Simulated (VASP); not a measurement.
DyBe2F2: single point with PBE

The system is DyBe2F2.

```
CELL_PARAMETERS angstrom
3.97694 0.00000 0.00000
-1.98847 3.44413 0.00000
0.00000 0.00000 8.05887
ATOMIC_POSITIONS crystal
Dy 0.00000 0.00000 0.50000
Be 0.00000 0.00000 0.86799
Be 0.00000 0.00000 0.13201
F 0.33333 0.66667 0.50000
F 0.66667 0.33333 0.50000
```

The cell was built from a structure type or drawn by symmetry, and may not be a known phase.

* Program: VASP 6.6.1
* Task: single point
* Functional: PBE
* Potentials or basis: VASP PAW PBE potentials, release 64 (Dy_3, Be, F), 4f in core
* Cutoff: 600 eV
* k mesh: 12 × 12 × 6
* Occupations: gaussian, width 0.1 eV
* Spin: no spin polarisation
* Dipole correction: no
* Mended: yes
* Further INCAR settings: ALGO = Normal; EDIFF = 1e-06; NBANDS = 22

The pressure is 0.2 GPa. The band gap on the k mesh is zero (an odd number of electrons rules out a gap without spin polarisation).

Stress tensor (GPa, compression positive):
```
 0.40  0.00  0.00
 0.00  0.40  0.00
 0.00  0.00 -0.13
```

Levels at points of the mesh, in eV from the Fermi level:
```
           k point  band 11  band 12  band 13  band 14  band 15  band 16
(0.00, 0.00, 0.00)    -4.49    -4.48    -1.46    -1.07     3.23     3.23
(0.50, 0.00, 0.00)    -5.27    -2.84    -0.50    -0.23     0.00     1.57
(0.00, 0.00, 0.50)    -4.49    -4.20    -2.73     0.56     2.86     2.86
(0.50, 0.00, 0.50)    -5.27    -2.66    -1.30    -0.45     1.34     1.75
```

Wall time 2.2 min on 1 thread of Intel(R) Xeon(R) Platinum 8488C (Sapphire Rapids), on a shared host, peak memory 0.4 GiB.

Caveat: spin-orbit coupling is left out, which moves the levels of the heavy elements; the 4f electrons are frozen in the core, so they carry no moment and show no levels; an odd number of electrons without spin polarisation forces a metal; a magnetic or distorted state may lie lower; the run has no spin polarisation, though such a crystal can be magnetic. Spin polarisation is off, so any magnetic state and its effect on volume and gap are missing.
